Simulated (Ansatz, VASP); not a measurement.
## One calculation of PbO, two programs

Contents of INCAR:

```
SYSTEM = PbO
ALGO = Normal
DIPOL = 0.5 0.5 0.500
EDIFF = 1E-6
ENCUT = 520
GGA = PE
IDIPOL = 3
ISIF = 2
ISMEAR = 0
IVDW = 12
LASPH = .True.
LCHARG = .True.
LDIPOL = .True.
LELF = .True.
LREAL = .False.
LVACPOTAV = .True.
LVHAR = .True.
LWAVE = .False.
NBANDS = 28
NELM = 80
PREC = Accurate
SIGMA = 0.02
```

Contents of KPOINTS:

```
k-points
0
Gamma
  6 6 1
  0 0 0
```

The input POSCAR:

```
PbO
1.0
    3.7980000000      0.0000000000      0.0000000000
    0.0000000000      3.7980000000      0.0000000000
    0.0000000000      0.0000000000     30.7493267952
Pb O
2 2
Direct
    0.5000000000      0.0000000000      0.4648284983
    0.0000000000      0.5000000000      0.5351715017
    0.0000000000      0.0000000000      0.5000000000
    0.5000000000      0.5000000000      0.5000000000
```

Input for Ansatz:

```yaml
crystal:
  lattice:
    - [3.798, 0.0, 0.0]
    - [0.0, 3.798, 0.0]
    - [0.0, 0.0, 30.7493267952]
  atoms:
    - { symbol: Pb, position: [0.5, 0.0, 0.4648284983] }
    - { symbol: O, position: [0.0, 0.0, 0.5] }
    - { symbol: O, position: [0.5, 0.5, 0.5] }
    - { symbol: Pb, position: [0.0, 0.5, 0.5351715017] }
  periodic: [true, true, false]
basis:
  ecutwfc: 420
kpoints:
  mp_grid: { grid: [6, 6, 1] }
hamiltonian:
  xc: pbe
  dispersion: d3bj
scf:
  occupations: { method: gaussian, width: 0.02 }
output:
  forces: true
  stress: true
  eigenvalues: true
```

Alike in both runs: task single point; functional PBE; dispersion D3(BJ); k mesh 6 × 6 × 1; occupations gaussian, width 0.02 eV; no spin polarisation.

```csv
,VASP,Ansatz
version,VASP 6.6.1,Ansatz 0.2.0
potentials or method,"VASP PAW PBE potentials, release 64 (Pb_d, O), cutoff 520 eV","scalar-relativistic, plane waves, PAW"
valence electrons in the cell,40,40
```

```csv
,VASP,Ansatz,Ansatz less VASP
gap on the k mesh at the Fermi level (eV),2.54,2.59,+0.044
least direct gap on the mesh (eV),2.54,2.59,+0.044
rms of the force components (eV/Å),1.788,1.758,-0.0303
```

Neither program's run includes spin-orbit coupling.
